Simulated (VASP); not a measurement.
MgNi3C:

```xyz
5
Lattice="3.8089 0.0000 0.0000 0.0000 3.8089 0.0000 0.0000 0.0000 3.8089" Properties=species:S:1:pos:R:3 pbc="T T T"
Mg    0.0000    0.0000    0.0000
Ni    0.0000    1.9044    1.9044
Ni    1.9044    0.0000    1.9044
Ni    1.9044    1.9044    0.0000
C     1.9044    1.9044    1.9044
```

* Program: VASP 6.6.1
* Task: relaxation of volume and atoms at fixed shape
* Functional: LDA
* Potentials or basis: VASP PAW LDA potentials, release 64 (Mg, Ni, C)
* Cutoff: 600 eV
* k mesh: 5 × 5 × 5
* Occupations: methfessel-paxton, width 0.05 eV
* Spin: collinear spin, ferromagnetic start
* Starting moments: [0.0, 1.5, 1.5, 1.5, 0.0] μB

At the start: pressure -11.1 GPa; volume 11.05 Å³/atom.

Q: Where does the relaxation end?

A: Over 3 steps the energy falls by 24.1 meV/atom and the volume is 10.40 Å³/atom (-5.9 %); space group Pm-3m (No. 221, to 0.05 Å); moment 0.66 μB per cell.

The path:
| step | energy change (eV) | largest force (eV/Å) | pressure (GPa) | volume (Å³) |
| --- | --- | --- | --- | --- |
| 1 | 0.0000 | 0.0000 | -11.09 | 55.26 |
| 2 | -0.0271 | 0.0000 | 11.99 | 49.36 |
| 3 | -0.1205 | 0.0000 | -0.10 | 51.99 |

Final structure:
```
Mg Ni C
1.0
     3.73238    0.00000    0.00000
     0.00000    3.73238    0.00000
     0.00000    0.00000    3.73238
Mg Ni C
1 3 1
Direct
  0.00000 0.00000 0.00000
  0.00000 0.50000 0.50000
  0.50000 0.00000 0.50000
  0.50000 0.50000 0.00000
  0.50000 0.50000 0.50000
```
